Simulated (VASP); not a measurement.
Ge3N4: single point with PBEsol

Crystal: Ge3N4.

```
Ge N
1.0
     8.05656    0.00000    0.00000
    -4.02828    6.97718    0.00000
     0.00000    0.00000    3.08468
Ge N
6 8
Direct
  0.23718 0.83059 0.75000
  0.40659 0.23718 0.25000
  0.83059 0.59341 0.25000
  0.16941 0.40659 0.75000
  0.59341 0.76282 0.75000
  0.76282 0.16941 0.25000
  0.33333 0.66667 0.75000
  0.66667 0.33333 0.25000
  0.97422 0.66962 0.75000
  0.30460 0.97422 0.25000
  0.66962 0.69540 0.25000
  0.33038 0.30460 0.75000
  0.02578 0.33038 0.25000
  0.69540 0.02578 0.75000
```

```json
{
 "Program": "VASP 6.6.1",
 "Task": "single point",
 "Functional": "PBEsol",
 "Potentials or basis": "VASP PAW PBE potentials, release 64 (Ge_d, N)",
 "Cutoff": "600 eV",
 "k mesh": "6 × 6 × 8",
 "Occupations": "fermi-dirac, width 0.02 eV",
 "Spin": "no spin polarisation",
 "Dipole correction": "no",
 "Further INCAR settings": "ALGO = Normal; EDIFF = 1e-06; NBANDS = 75"
}
```

```yaml
Pressure: -0.6 GPa
Largest_force: 0.007 eV/Å
Band_gap_on_the_k_mesh: 2.11 eV
```

Forces on the atoms (eV/Å):
```
Ge   0.003 -0.006  0.000
Ge   0.007 -0.001  0.000
Ge  -0.004 -0.006  0.000
Ge   0.004  0.006  0.000
Ge  -0.007  0.001  0.000
Ge  -0.003  0.006  0.000
N    0.000  0.000  0.000
N    0.000  0.000  0.000
N   -0.006  0.003  0.000
N   -0.005 -0.004  0.000
N   -0.001  0.007  0.000
N    0.001 -0.007  0.000
N    0.006 -0.003  0.000
N    0.005  0.004  0.000
```

Levels at points of the mesh, in eV from the valence-band top:
```
           k point  band 58  band 59  band 60  band 61  band 62  band 63  band 64  band 65  band 66  band 67
(0.00, 0.00, 0.00)    -0.87    -0.87    -0.44    -0.24     0.00     2.11     3.40     3.40     3.57     3.85
(0.50, 0.00, 0.00)    -1.23    -1.10    -0.51    -0.12    -0.05     3.16     3.41     3.79     3.83     4.02
(0.00, 0.00, 0.50)    -1.26    -1.22    -1.22    -1.22    -1.22     4.23     4.23     4.23     4.23     5.87
(0.50, 0.00, 0.50)    -1.52    -1.15    -1.15    -0.90    -0.90     3.80     3.80     4.94     4.94     5.91
```

It took 5.7 min on 1 thread of Intel(R) Xeon(R) 6975P-C (Granite Rapids) (shared host), peak memory 0.61 GiB.

Caveat: the PAW data sets were made with another functional, which shifts forces and pressure a little. A k mesh can miss the band edges.
